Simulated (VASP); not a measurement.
# MoS2 (R-3m) in VASP: single point with r2SCAN

Aim: the single point of MoS2 with r2SCAN.

Program: VASP 6.6.1. These are calculated values, not measurements. Logs are shortened: lines on timing, memory, paths and dates and some standing lists are left out, and cuts for length are marked.

## (1) The cell of the first run

The structure is trigonal, space group R-3m (No. 166). Conventional cell: a = 3.216 Å, b = 3.216 Å, c = 18.859 Å, α = 90.00°, β = 90.00°, γ = 120.00°. Mo (site symmetry -3m) has 6 S at 2.42 Å and 6 Mo at 3.22 Å within 3.3 Å. Within 3.3 Å of S (site symmetry 3m) lie 3 Mo at 2.42 Å and 6 S at 3.22 Å.

## (2) Single point, r2SCAN

Contents of POSCAR:

```
MoS2
1.0
    1.6078590702      0.9282978670      6.2864253795
   -1.6078590702      0.9282978670      6.2864253795
    0.0000000000     -1.8565957340      6.2864253795
Mo S
1 2
Direct
    0.0000000000      0.0000000000      0.0000000000
    0.7490867719      0.7490867719      0.7490867719
    0.2509132281      0.2509132281      0.2509132281
```

Contents of INCAR.step1:

```
SYSTEM = MoS2
ALGO     = Normal         ! electronic algorithm
EDIFF    = 1E-4           ! SCF threshold, eV
ENCUT    = 520            ! plane-wave cutoff, eV
GGA      = PE             ! functional
ISMEAR   = 0              ! smearing method
LASPH    = .True.         ! aspherical terms in the spheres
LCHARG   = .False.        ! write CHGCAR
LREAL    = .False.        ! projectors in reciprocal space
LWAVE    = .True.         ! write WAVECAR
NBANDS   = 20             ! bands
NELM     = 100            ! most SCF steps
PREC     = Accurate       ! precision mode
SIGMA    = 0.1            ! smearing width, eV
```

Contents of INCAR.step2:

```
SYSTEM = MoS2
ALGO     = Normal         ! electronic algorithm
EDIFF    = 1E-6           ! SCF threshold, eV
ENCUT    = 520            ! plane-wave cutoff, eV
ISIF     = 2              ! what is computed and relaxed
ISMEAR   = 0              ! smearing method
ISTART   = 1            
LASPH    = .True.         ! aspherical terms in the spheres
LCHARG   = .False.        ! write CHGCAR
LMIXTAU  = .True.       
LREAL    = .False.        ! projectors in reciprocal space
LWAVE    = .False.        ! write WAVECAR
METAGGA  = R2SCAN         ! meta-GGA
NBANDS   = 20             ! bands
NELM     = 100            ! most SCF steps
PREC     = Accurate       ! precision mode
SIGMA    = 0.1            ! smearing width, eV
```

Contents of KPOINTS:

```
k-points
0
Gamma
  18 18 18
  0 0 0
```

Potentials or basis: VASP PAW PBE potentials, release 64 (Mo_sv, S).

On the command line:

```console
$ cat potpaw_PBE.64/Mo_sv/POTCAR potpaw_PBE.64/S/POTCAR > POTCAR
$ cp INCAR.step1 INCAR
$ mpirun -np 1 vasp_std > vasp.out
$ cp INCAR.step2 INCAR
$ mpirun -np 1 vasp_std > vasp.out
```

OUTCAR:

```text
SYSTEM = MoS2
   EDIFF = 1E-6
   ENCUT = 520
   ISIF = 2
   ISMEAR = 0
   ISTART = 1
   LASPH = .True.
   LREAL = .False.
   METAGGA = R2SCAN
   NELM = 100
   PREC = Accurate

 ion  position               nearest neighbor table
   1  0.000  0.000  0.000-   2 2.42   2 2.42   3 2.42   3 2.42   2 2.42   3 2.42
   2  0.749  0.749  0.749-   1 2.42   1 2.42   1 2.42
   3  0.251  0.251  0.251-   1 2.42   1 2.42   1 2.42

  LATTYP: Found a trigonal (rhomboedric) cell.
 ALAT       =     6.5548525362
 COS(alpha) =     0.8796627441

  Lattice vectors:

 A1 = (   1.6078590702,   0.9282978670,   6.2864253795)
 A2 = (  -1.6078590702,   0.9282978670,   6.2864253795)
 A3 = (   0.0000000000,  -1.8565957340,   6.2864253795)

Analysis of symmetry for initial positions (statically):
=====================================================================
 Subroutine PRICEL returns:
 Original cell was already a primitive cell.

 Routine SETGRP: Setting up the symmetry group for a
 trigonal (rhombohedral) supercell.

 Subroutine GETGRP returns: Found 12 space group operations
 (whereof 12 operations were pure point group operations)
 out of a pool of 12 trial point group operations.

The static configuration has the point symmetry D_3d.

Analysis of symmetry for dynamics (positions and initial velocities):
=====================================================================
 Subroutine PRICEL returns:
 Original cell was already a primitive cell.

 Routine SETGRP: Setting up the symmetry group for a
 trigonal (rhombohedral) supercell.

 Subroutine GETGRP returns: Found 12 space group operations
 (whereof 12 operations were pure point group operations)
 out of a pool of 12 trial point group operations.

The dynamic configuration has the point symmetry D_3d.

 Subroutine INISYM returns: Found 12 space group operations
 (whereof 12 operations are pure point group operations),
 and found     1 'primitive' translations

----------------------------------------------------------------------------------------

                                     Primitive cell

  volume of cell :      56.2977

  direct lattice vectors                    reciprocal lattice vectors
     1.607859070  0.928297867  6.286425379     0.310972528  0.179540073  0.053024304
    -1.607859070  0.928297867  6.286425379    -0.310972528  0.179540073  0.053024304
     0.000000000 -1.856595734  6.286425379     0.000000000 -0.359080146  0.053024304

  length of vectors
     6.554852536  6.554852536  6.554852536     0.362974004  0.362974004  0.362974004

  position of ions in fractional coordinates (direct lattice)
     0.000000000  0.000000000  0.000000000
     0.749086772  0.749086772  0.749086772
     0.250913228  0.250913228  0.250913228

  ion indices of the primitive-cell ions
   primitive index   ion index
                 1           1
                 2           2
                 3           3

----------------------------------------------------------------------------------------

 KPOINTS: k-points

Automatic generation of k-mesh.
 Grid dimensions read from file:
 generate k-points for:   18   18   18

 Generating k-lattice:

  Cartesian coordinates                     Fractional coordinates (reciprocal lattice)
     0.017276252  0.009974448  0.002945795     0.055555556 -0.000000000 -0.000000000
    -0.017276252  0.009974448  0.002945795    -0.000000000  0.055555556 -0.000000000
     0.000000000 -0.019948897  0.002945795    -0.000000000 -0.000000000  0.055555556

  Length of vectors
     0.020165222  0.020165222  0.020165222

  Shift w.r.t. Gamma in fractional coordinates (k-lattice)
     0.000000000  0.000000000  0.000000000

 Subroutine IBZKPT returns following result:
 ===========================================

 Found    580 irreducible k-points:

 Following reciprocal coordinates:
            Coordinates               Weight
  0.000000  0.000000  0.000000      1.000000
  0.055556  0.000000  0.000000      6.000000
  0.111111  0.000000  0.000000      6.000000
  0.166667 -0.000000  0.000000      6.000000
  0.222222  0.000000  0.000000      6.000000
  0.277778  0.000000  0.000000      6.000000
[... 16 lines left out ...]
 -0.277778  0.055556  0.000000     12.000000
 -0.222222  0.055556  0.000000     12.000000
 [... further k-points ...]
   k-points           NKPTS =    580   k-points in BZ     NKDIM =    580   number of bands    NBANDS=     20
   number of dos      NEDOS =    301   number of ions     NIONS =      3
   total plane-waves  NPLWV = 125000
   dimension x,y,z NGX =    50 NGY =   50 NGZ =   50
   dimension x,y,z NGXF=   100 NGYF=  100 NGZF=  100
   ions per type =               1   2
   NGX,Y,Z   is equivalent  to a cutoff of  12.68, 12.68, 12.68 a.u.
   NGXF,Y,Z  is equivalent  to a cutoff of  25.36, 25.36, 25.36 a.u.
 SYSTEM =  MoS2
   PREC   = accura    normal or accurate (medium, high low for compatibility)
   ISTART =      1    job   : 0-new  1-cont  2-samecut
   ICHARG =      0    charge: 1-file 2-atom 10-const
   ISPIN  =      1    spin polarized calculation?
   LNONCOLLINEAR =      F non collinear calculations
   LSORBIT =      F    spin-orbit coupling
   LASPH  =      T    aspherical Exc in radial PAW
   ENCUT  =  520.0 eV  38.22 Ry    6.18 a.u.  12.19 12.19 12.19*2*pi/ulx,y,z
   NELM   =    100;   NELMIN=  2; NELMDL=  0     # of ELM steps
   EDIFF  = 0.1E-05   stopping-criterion for ELM
   LREAL  =      F    real-space projection
   EDIFFG = 0.1E-04   stopping-criterion for IOM
   NSW    =      0    number of steps for IOM
   IBRION =     -1    ionic relax: 0-MD 1-quasi-New 2-CG
   NFREE  =      0    steps in history (QN), initial steepest desc. (CG)
   ISIF   =      2    stress and relaxation
   ISYM   =      2    0-nonsym 1-usesym 2-fastsym
   POTIM  = 0.5000    time-step for ionic-motion
   TEBEG  =    0.0;   TEEND  =   0.0 temperature during run
   PSTRESS=    0.0 pullay stress
   NELECT =      26.0000    total number of electrons
   NUPDOWN=      -1.0000    fix difference up-down
   EMIN   =  10.00;   EMAX   =-10.00  energy-range for DOS
   EFERMI =   0.00;   METHOD = LEGACY
   ISMEAR =     0;   SIGMA  =   0.10  broadening in eV -4-tet -1-fermi 0-gaus
   EFERMI_NEDOS =   21; number of points for ismear=-14 and -15
   IALGO  =     38    algorithm
   IMIX   =      4    mixing-type and parameters
     AMIX     =   0.40;   BMIX     =  1.00
     AMIX_MAG =   1.60;   BMIX_MAG =  1.00
  volume/ion in A,a.u.               =      18.77       126.64
  Fermi-wavevector in a.u.,A,eV,Ry     =   1.265423  2.391303 21.786957  1.601296
  Thomas-Fermi vector in A             =   2.398677
   LORBIT       =      0    0 simple, 1 ext, 2 COOP (PROOUT), +10 PAW based schemes
   METAGGA = R2SCAN    functional components
   LHFCALC =     F    Hartree Fock is set to
   AEXX    =    0.0000 exact exchange contribution
   IVDW    =     0    specifies the selected vdW correction
   LEPSILON=     F    determine dielectric tensor
   LRPA    =     F    only Hartree local field effects (RPA)
 non-spin polarized calculation
 Gauss-broadening in eV      SIGMA  =   0.10
  energy-cutoff  :      520.00
  volume of cell :       56.30
 maximum number of plane-waves:      1540
 NGX is ok and might be reduce to    50
   NGX = 25   NGY = 25   NGZ = 25

 number of electron      26.0000001 magnetization

 Free energy of the ion-electron system (eV)
  ---------------------------------------------------
  ext. energy  EPLUGINS =         0.00000000
  ---------------------------------------------------
  free energy    TOTEN  =       -44.16571806 eV

  energy without entropy =      -44.16176300  energy(sigma->0) =      -44.16374053

 E-fermi :   6.9899     XC(G=0): -11.1819

 val. band max:        6.9863152897   @ k =   0.1111   0.0000   0.0000
 cond. band min:       7.0102487450   @ k =   0.3333   0.3333   0.2778
 fundamental gap:      0.0239334554
 Fermi energy:         6.9899475643

 k-point     1 :       0.0000    0.0000    0.0000
  band No.  band energies     occupation
      1     -56.8289      2.00000
      2     -30.1359      2.00000
      3     -30.0908      2.00000
      4     -30.0908      2.00000
      5      -8.6205      2.00000
      6      -7.1070      2.00000
[... 12 lines left out ...]
     19      13.9364      0.00000
     20      17.0485      0.00000

 k-point     2 :       0.0556    0.0000    0.0000
  band No.  band energies     occupation
      1     -56.8278      2.00000
      2     -30.1337      2.00000
      3     -30.1019      2.00000
      4     -30.0934      2.00000
      5      -8.5707      2.00000
      6      -7.0976      2.00000
[... 12 lines left out ...]
     19      14.1137      0.00000
     20      16.8330      0.00000

 k-point     3 :       0.1111    0.0000    0.0000
  band No.  band energies     occupation
      1     -56.8247      2.00000
      2     -30.1336      2.00000
      3     -30.1271      2.00000
      4     -30.1006      2.00000
      5      -8.4246      2.00000
      6      -7.0698      2.00000
[... 12 lines left out ...]
     19      14.5883      0.00000
     20      16.5427      0.00000

 k-point     4 :       0.1667   -0.0000    0.0000
  band No.  band energies     occupation
      1     -56.8199      2.00000
      2     -30.1816      2.00000
      3     -30.1173      2.00000
      4     -30.1117      2.00000
      5      -8.1931      2.00000
      6      -7.0239      2.00000
[... 12 lines left out ...]
     19      14.9852      0.00000
     20      16.5671      0.00000

 k-point     5 :       0.2222    0.0000    0.0000
  band No.  band energies     occupation
      1     -56.8140      2.00000
      2     -30.2402      2.00000
      3     -30.1252      2.00000
      4     -30.1052      2.00000
      5      -7.8966      2.00000
      6      -6.9581      2.00000
[... 12 lines left out ...]
     19      15.2615      0.00000
     20      16.5097      0.00000

 k-point     6 :       0.2778    0.0000    0.0000
  band No.  band energies     occupation
      1     -56.8078      2.00000
      2     -30.3019      2.00000
      3     -30.1396      2.00000
      4     -30.0923      2.00000
      5      -7.5737      2.00000
      6      -6.8617      2.00000
[... 12 lines left out ...]
     19      15.0554      0.00000
     20      16.4002      0.00000

 k-point     7 :       0.3333    0.0000    0.0000
  band No.  band energies     occupation
      1     -56.8019      2.00000
      2     -30.3594      2.00000
      3     -30.1531      2.00000
      4     -30.0801      2.00000
      5      -7.2948      2.00000
      6      -6.7037      2.00000
[... 12 lines left out ...]
     19      14.7580      0.00000
     20      16.1262      0.00000
[... 277 lines left out ...]
 k-point    20 :      -0.4444    0.0556    0.0000
  band No.  band energies     occupation
      1     -56.7928      2.00000
      2     -30.4405      2.00000
      3     -30.1799      2.00000
      4     -30.0613      2.00000
      5      -7.0093      2.00000
      6      -6.2004      2.00000
[... 12 lines left out ...]
     19      14.5426      0.00000
     20      14.7877      0.00000

 k-point    21 :      -0.3889    0.0556   -0.0000
  band No.  band energies     occupation
      1     -56.7950      2.00000
      2     -30.4206      2.00000
      3     -30.1747      2.00000
      4     -30.0657      2.00000
      5      -7.0502      2.00000
      6      -6.3649      2.00000
[... 12 lines left out ...]
     19      14.6960      0.00000
     20      15.0517      0.00000

 k-point    22 :      -0.3333    0.0556    0.0000
  band No.  band energies     occupation
      1     -56.7989      2.00000
      2     -30.3830      2.00000
      3     -30.1650      2.00000
      4     -30.0740      2.00000
      5      -7.1622      2.00000
      6      -6.6030      2.00000
[... 12 lines left out ...]
     19      14.7689      0.00000
     20      15.7581      0.00000

 k-point    23 :      -0.2778    0.0556    0.0000
  band No.  band energies     occupation
      1     -56.8043      2.00000
      2     -30.3320      2.00000
      3     -30.1518      2.00000
      4     -30.0850      2.00000
      5      -7.3911      2.00000
      6      -6.7948      2.00000
[... 12 lines left out ...]
     19      14.9297      0.00000
     20      16.1790      0.00000

 k-point    24 :      -0.2222    0.0556    0.0000
  band No.  band energies     occupation
      1     -56.8103      2.00000
      2     -30.2735      2.00000
      3     -30.1368      2.00000
      4     -30.0975      2.00000
      5      -7.7054      2.00000
      6      -6.9089      2.00000
[... 12 lines left out ...]
     19      15.2022      0.00000
     20      16.3470      0.00000

 [... further k-points ...]
[... 5 lines left out ...]
  --------------------------------------------------------------------------------------
  -------------------------------------------------------------------------------------
  Total        0.0215015      0.0215015      0.0153006      0.0000000      0.0000000      0.0000000
  in kB        0.6119109      0.6119109      0.4354413      0.0000000      0.0000000      0.0000000
  external PRESSURE =       0.5530877 kB  Pullay stress =       0.0000000 kB

 VOLUME and BASIS-vectors are now :
 -----------------------------------------------------------------------------
  energy-cutoff  :      520.00
  volume of cell :       56.30
      direct lattice vectors                 reciprocal lattice vectors
     1.607859070  0.928297867  6.286425379     0.310972528  0.179540073  0.053024304
    -1.607859070  0.928297867  6.286425379    -0.310972528  0.179540073  0.053024304
     0.000000000 -1.856595734  6.286425379     0.000000000 -0.359080146  0.053024304

 POSITION                                       TOTAL-FORCE (eV/Angst)
 -----------------------------------------------------------------------------------
      0.00000      0.00000      0.00000         0.000000      0.000000     -0.000000
      0.00000      0.00000     14.12723         0.000000     -0.000000      0.008110
      0.00000      0.00000      4.73204         0.000000     -0.000000     -0.008110
 -----------------------------------------------------------------------------------
    total drift:                               -0.000000      0.000000      0.000000

  FREE ENERGIE OF THE ION-ELECTRON SYSTEM (eV)
  ---------------------------------------------------
  free  energy   TOTEN  =       -44.1657180593 eV

  energy  without entropy=      -44.1617630019  energy(sigma->0) =      -44.16374053
```

Wall time 2.7 h (1 thread of Oxide Virtual Turin-like, shared host); peak memory 0.79 GiB.

What came out:

```
Free energy            : -44.1657 eV
Pressure               : 0.1 GPa
Largest force          : 0.008 eV/Å
Band gap on the k mesh : zero (bands 13 and 14 overlap by 0.94 eV)
```

Forces in eV/Å, atoms in the order of the input:
```
Mo   0.000  0.000  0.000
S    0.000  0.000  0.008
S    0.000  0.000 -0.008
```

Levels at points of the mesh, in eV from the Fermi level:
```
           k point  band 11  band 12  band 13  band 14  band 15  band 16
(0.00, 0.00, 0.00)    -1.14    -1.00    -1.00    -0.39    -0.39     3.35
(0.50, 0.00, 0.00)    -3.01    -1.92    -1.75     1.02     1.92     3.40
(0.50, 0.50, 0.00)    -3.03    -2.17    -1.92     1.02     1.75     3.76
(0.50, 0.50, 0.50)    -1.00    -1.00    -0.47    -0.47    -0.15     3.44
```

Caveat: the PAW data sets were made with another functional, which shifts forces and pressure a little.

The gap in the log of VASP goes by the Fermi energy; the results here count the filled bands.